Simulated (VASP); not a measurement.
InCu3O3:

```
CELL_PARAMETERS angstrom
4.10085 0.00000 0.00000
0.00000 4.10085 0.00000
0.00000 0.00000 5.94912
ATOMIC_POSITIONS crystal
In 0.00000 0.00000 0.00000
Cu 0.50000 0.50000 0.83006
Cu 0.50000 0.50000 0.16994
Cu 0.50000 0.50000 0.50000
O 0.00000 0.50000 0.50000
O 0.50000 0.00000 0.50000
O 0.00000 0.00000 0.50000
```

The cell was generated, and may not be a known phase.

```yaml
Program: VASP 6.6.1
Task: relaxation of cell and atoms
Functional: PBE
Potentials_or_basis: VASP PAW PBE potentials, release 64 (In_d, Cu, O)
Cutoff: 600 eV
k_mesh: 3 × 3 × 2
Occupations: gaussian, width 0.15 eV
Spin: collinear spin
Starting_moments: "[0.0, 1.0, 1.0, 1.0, 0.0, 0.0, 0.0] μB"
```

At the start: pressure 7.9 GPa; volume 14.29 Å³/atom.

Where does the relaxation end?

Over 4 steps the energy falls by 321.4 meV/atom and the volume is 15.00 Å³/atom (+5.0 %); space group P4/mmm (No. 123, to 0.1 Å) before and after; moment 0.00 μB per cell.

Step by step:
| step | energy change (eV) | largest force (eV/Å) | pressure (GPa) | volume (Å³) |
| --- | --- | --- | --- | --- |
| 1 | 0.0000 | 1.8985 | 7.86 | 100.05 |
| 2 | -2.1761 | 0.6597 | -2.72 | 108.91 |
| 3 | -2.1798 | 0.6468 | -2.75 | 109.12 |
| 4 | -2.2501 | 0.0346 | 0.08 | 105.01 |

Final structure:
```yaml
crystal:
  lattice:
    - [3.85292, 0.00000, 0.00000]
    - [0.00000, 3.85292, 0.00000]
    - [0.00000, 0.00000, 7.07371]
  atoms:
    - { symbol: In, position: [0.00000, 0.00000, 0.00000] }
    - { symbol: Cu, position: [0.50000, 0.50000, 0.84150] }
    - { symbol: Cu, position: [0.50000, 0.50000, 0.15850] }
    - { symbol: Cu, position: [0.50000, 0.50000, 0.50000] }
    - { symbol: O, position: [0.00000, 0.50000, 0.50000] }
    - { symbol: O, position: [0.50000, 0.00000, 0.50000] }
    - { symbol: O, position: [0.00000, 0.00000, 0.50000] }
```

Caveat: the k points lie up to 0.54 Å⁻¹ apart in the final cell; a cell axis changed by over 15 % at a fixed basis, so the end point is rough; the relaxation stopped at a loose force limit of 0.08 eV/Å, so its end isn't a converged minimum.
